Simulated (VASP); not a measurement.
# Ti3Al (P-6m2) in VASP: a series of runs, part 2 of 3

VASP 6.6.1.

### 3 Single point, PBEsol

This run uses another cell than the first one, of the same volume but with other edges.

Input file INCAR:

```
ALGO = Fast ; EDIFF = 1E-6
ENCUT = 520 ; GGA = PS
ISIF = 2 ; ISMEAR = 0
LASPH = T ; LCHARG = F
LREAL = F ; LWAVE = F
NBANDS = 28 ; NELM = 80
PREC = Accurate ; SIGMA = 0.15
```

Input file KPOINTS:

```
k-points
0
Gamma
  15 15 6
```

Input file POSCAR:

```
Ti3Al
1.0
    2.8701969374      0.0000000000      0.0000000000
   -1.4350984687      2.4856634617      0.0000000000
    0.0000000000      0.0000000000      9.3000121166
Ti Al
3 1
Direct
    0.6666666667      0.3333333333      0.0000000000
    0.3333333333      0.6666666667      0.7457017510
    0.3333333333      0.6666666667      0.2542982490
    0.6666666667      0.3333333333      0.5000000000
```

Potentials or basis: VASP PAW PBE potentials, release 64 (Ti_sv, Al).

The run is started by

```
> cat potpaw_PBE.64/Ti_sv/POTCAR potpaw_PBE.64/Al/POTCAR > POTCAR
> mpirun -np 1 vasp_std > vasp.out
```

OUTCAR:

```text
EDIFF = 1E-6
   ENCUT = 520
   GGA = PS
   ISIF = 2
   ISMEAR = 0
   LASPH = T
   LREAL = F
   NELM = 80
   PREC = Accurate

 ion  position               nearest neighbor table
   1  0.667  0.333  0.000-   2 2.89   3 2.89   2 2.89   3 2.89   2 2.89   3 2.89
   2  0.333  0.667  0.746-   4 2.82   4 2.82   4 2.82   1 2.89   1 2.89   1 2.89
   3  0.333  0.667  0.254-   4 2.82   4 2.82   4 2.82   1 2.89   1 2.89   1 2.89
   4  0.667  0.333  0.500-   2 2.82   3 2.82   2 2.82   3 2.82   2 2.82   3 2.82

  LATTYP: Found a hexagonal cell.
 ALAT       =     2.8701969374
 C/A-ratio  =     3.2402000000

  Lattice vectors:

 A1 = (   2.8701969374,   0.0000000000,   0.0000000000)
 A2 = (  -1.4350984687,   2.4856634617,   0.0000000000)
 A3 = (   0.0000000000,   0.0000000000,   9.3000121166)

Analysis of symmetry for initial positions (statically):
=====================================================================
 Subroutine PRICEL returns:
 Original cell was already a primitive cell.

 Routine SETGRP: Setting up the symmetry group for a
 hexagonal supercell.

 Subroutine GETGRP returns: Found 12 space group operations
 (whereof 12 operations were pure point group operations)
 out of a pool of 24 trial point group operations.

The static configuration has the point symmetry D_3h.

Analysis of symmetry for dynamics (positions and initial velocities):
=====================================================================
 Subroutine PRICEL returns:
 Original cell was already a primitive cell.

 Routine SETGRP: Setting up the symmetry group for a
 hexagonal supercell.

 Subroutine GETGRP returns: Found 12 space group operations
 (whereof 12 operations were pure point group operations)
[... 122 lines left out ...]
   EFERMI_NEDOS =   21; number of points for ismear=-14 and -15
   IALGO  =     68    algorithm
   IMIX   =      4    mixing-type and parameters
     AMIX     =   0.40;   BMIX     =  1.00
     AMIX_MAG =   1.60;   BMIX_MAG =  1.00
  volume/ion in A,a.u.               =      16.59       111.94
  Fermi-wavevector in a.u.,A,eV,Ry     =   1.371357  2.591489 25.587388  1.880620
  Thomas-Fermi vector in A             =   2.497061
   LORBIT       =      0    0 simple, 1 ext, 2 COOP (PROOUT), +10 PAW based schemes
   GGA     = PS    functional components
   LHFCALC =     F    Hartree Fock is set to
   AEXX    =    0.0000 exact exchange contribution
   IVDW    =     0    specifies the selected vdW correction
   LEPSILON=     F    determine dielectric tensor
   LRPA    =     F    only Hartree local field effects (RPA)
 non-spin polarized calculation
 RMM-DIIS sequential band-by-band and
 Gauss-broadening in eV      SIGMA  =   0.15
  energy-cutoff  :      520.00
  volume of cell :       66.35
 maximum number of plane-waves:      1811
 NGX is ok and might be reduce to    24

 number of electron      39.0000006 magnetization

 Free energy of the ion-electron system (eV)
  ---------------------------------------------------
  ext. energy  EPLUGINS =         0.00000000
  ---------------------------------------------------
  free energy    TOTEN  =       -29.61299555 eV

  energy without entropy =      -29.56451695  energy(sigma->0) =      -29.58875625

 E-fermi :   8.1979     XC(G=0): -11.4575

 val. band max:        8.1900722762   @ k =   0.0667   0.0667   0.0000
 cond. band min:       8.2170868775   @ k =   0.3333   0.3333   0.5000
 fundamental gap:      0.0270146014
 Fermi energy:         8.1979080634

 k-point     1 :       0.0000    0.0000    0.0000
  band No.  band energies     occupation
      1     -48.2324      2.00000
      2     -48.1572      2.00000
      3     -48.1270      2.00000
      4     -24.8399      2.00000
      5     -24.5749      2.00000
      6     -24.3261      2.00000
[... 733 lines left out ...]
     27      11.0119      0.00000
     28      11.6358      0.00000

 [... further k-points ...]

------------------------ aborting loop because EDIFF is reached ----------------------------------------

  FORCE on cell =-STRESS in cart. coord.  units (eV):
  Direction    XX          YY          ZZ          XY          YZ          ZX
  --------------------------------------------------------------------------------------
  -------------------------------------------------------------------------------------
  Total        0.2431366      0.2431366     -0.9180219      0.0000000      0.0000000     -0.0000000
  in kB        5.8711531      5.8711531    -22.1679793      0.0000000      0.0000000     -0.0000000
  external PRESSURE =      -3.4752244 kB  Pullay stress =       0.0000000 kB

 VOLUME and BASIS-vectors are now :
 -----------------------------------------------------------------------------
  energy-cutoff  :      520.00
  volume of cell :       66.35
      direct lattice vectors                 reciprocal lattice vectors
     2.870196937  0.000000000  0.000000000     0.348408148  0.201153538  0.000000000
    -1.435098469  2.485663462  0.000000000     0.000000000  0.402307076  0.000000000
     0.000000000  0.000000000  9.300012117     0.000000000  0.000000000  0.107526742

 POSITION                                       TOTAL-FORCE (eV/Angst)
 -----------------------------------------------------------------------------------
      1.43510      0.82855      0.00000        -0.000000      0.000000      0.000000
     -0.00000      1.65711      6.93504         0.000000     -0.000000      0.326553
     -0.00000      1.65711      2.36498         0.000000      0.000000     -0.326553
      1.43510      0.82855      4.65001         0.000000     -0.000000      0.000000
 -----------------------------------------------------------------------------------
    total drift:                                0.000000     -0.000000      0.000000

  FREE ENERGIE OF THE ION-ELECTRON SYSTEM (eV)
  ---------------------------------------------------
  free  energy   TOTEN  =       -29.6129955491 eV

  energy  without entropy=      -29.5645169495  energy(sigma->0) =      -29.58875625
```

OSZICAR:

```text
N       E                     dE             d eps       ncg     rms          rms(c)
DAV:   1     0.470536868998E+03    0.47054E+03   -0.19508E+04  6056   0.163E+03
DAV:   2     0.244270342812E+02   -0.44611E+03   -0.43784E+03  6132   0.500E+02
DAV:   3    -0.279129492595E+02   -0.52340E+02   -0.51041E+02 10436   0.144E+02
DAV:   4    -0.333038786155E+02   -0.53909E+01   -0.53600E+01  8860   0.420E+01
[... 36 lines left out ...]
RMM:  41    -0.296130031357E+02    0.13939E-04   -0.33077E-05  9466   0.329E-02    0.459E-02
RMM:  42    -0.296129992539E+02    0.38819E-05   -0.13546E-05  8519   0.217E-02    0.318E-02
RMM:  43    -0.296129972219E+02    0.20319E-05   -0.89419E-06  7588   0.183E-02    0.209E-02
RMM:  44    -0.296129958387E+02    0.13832E-05   -0.87347E-06  8290   0.169E-02    0.114E-02
RMM:  45    -0.296129955491E+02    0.28961E-06   -0.45394E-06  5931   0.118E-02
   1 F= -.29612996E+02 E0= -.29588756E+02  d E =-.484786E-01
```

stdout:

```text
POSCAR found type information on POSCAR TiAl
 POSCAR found :  2 types and       4 ions
 scaLAPACK will be used
 -----------------------------------------------------------------------------
|                                                                             |
|                                                                             |
[... 23 lines left out ...]
WARNING in EDDRMM: call to ZHEGV failed, returncode =   8  4     25
WARNING in EDDRMM: call to ZHEGV failed, returncode =   6  3     14
WARNING in EDDRMM: call to ZHEGV failed, returncode =   6  3     21
WARNING in EDDRMM: call to ZHEGV failed, returncode =   8  4     10
WARNING in EDDRMM: call to ZHEGV failed, returncode =   6  3     22
WARNING in EDDRMM: call to ZHEGV failed, returncode =   6  3     13
WARNING in EDDRMM: call to ZHEGV failed, returncode =   8  4      5
WARNING in EDDRMM: call to ZHEGV failed, returncode =   6  3     21
```

Run time: 8.4 min. Hardware: 1 thread of Intel Xeon Platinum 8488C (Sapphire Rapids), shared host; peak memory 0.3 GiB.

What came out:

| Item | Value |
| --- | --- |
| Free energy | -29.6130 eV |
| Pressure | -0.3 GPa |
| Largest force | 0.327 eV/Å |
| Band gap on the k mesh | zero (an odd number of electrons rules out a gap without spin polarisation) |

Forces on the atoms (eV/Å):
```
Ti   0.000  0.000  0.000
Ti   0.000  0.000  0.327
Ti   0.000  0.000 -0.327
Al   0.000  0.000  0.000
```

Levels at points of the mesh, in eV from the Fermi level:
| k point | band 16 | band 17 | band 18 | band 19 | band 20 | band 21 | band 22 | band 23 | band 24 | band 25 |
| --- | --- | --- | --- | --- | --- | --- | --- | --- | --- | --- |
| (0.00, 0.00, 0.00) | -2.53 | -0.83 | 0.24 | 0.49 | 0.94 | 0.94 | 1.05 | 1.05 | 1.29 | 1.29 |
| (0.00, 0.00, 0.50) | -3.24 | -1.03 | 0.21 | 0.53 | 0.95 | 0.95 | 1.04 | 1.04 | 1.30 | 1.30 |

Caveat: the PAW data sets were made with another functional, which shifts forces and pressure a little.

(Part 2 of 3 ends here.)

The gap in the log of VASP goes by the Fermi energy; the results here count the filled bands.